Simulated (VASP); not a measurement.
Crystal: SiC (Moissanite 6H).

```
Si C
1.0
     3.13573    0.00000    0.00000
    -1.56786    2.71562    0.00000
     0.00000    0.00000   15.36963
Si C
6 6
Direct
  0.66667 0.33333 0.45830
  0.33333 0.66667 0.95830
  0.66667 0.33333 0.79170
  0.33333 0.66667 0.29170
  0.00000 0.00000 0.62500
  0.00000 0.00000 0.12500
  0.66667 0.33333 0.33330
  0.33333 0.66667 0.83330
  0.66667 0.33333 0.66670
  0.33333 0.66667 0.16670
  0.00000 0.00000 0.50000
  0.00000 0.00000 0.00000
```

Base run:

| Property | Result |
| --- | --- |
| Program | VASP 6.6.1 |
| Functional | BLYP |
| Dispersion | D4 |
| Potentials or basis | VASP PAW PBE potentials, release 64 (Si, C) |
| Cutoff | 520 eV |
| k mesh | 10 × 10 × 2 |
| Occupations | fermi-dirac, width 0.05 eV |
| Spin | no spin polarisation |

Its results: band gap on the k mesh 2.33 eV, indirect (least direct gap 3.41 eV); pressure -10.2 GPa; largest force 0.139 eV/Å.

Question: The run is repeated on the same cell with these changes: functional from BLYP to PBEsol. What comes out?

Answer: Band gap on the k mesh 1.92 eV, indirect (least direct gap 3.00 eV); pressure -12.6 GPa; largest force 0.137 eV/Å.

PBEsol binds more tightly than BLYP, so the same cell stands under less pressure.

Caveats: the PAW data sets were made with another functional, which shifts forces and pressure a little.

A k mesh can miss the band edges.
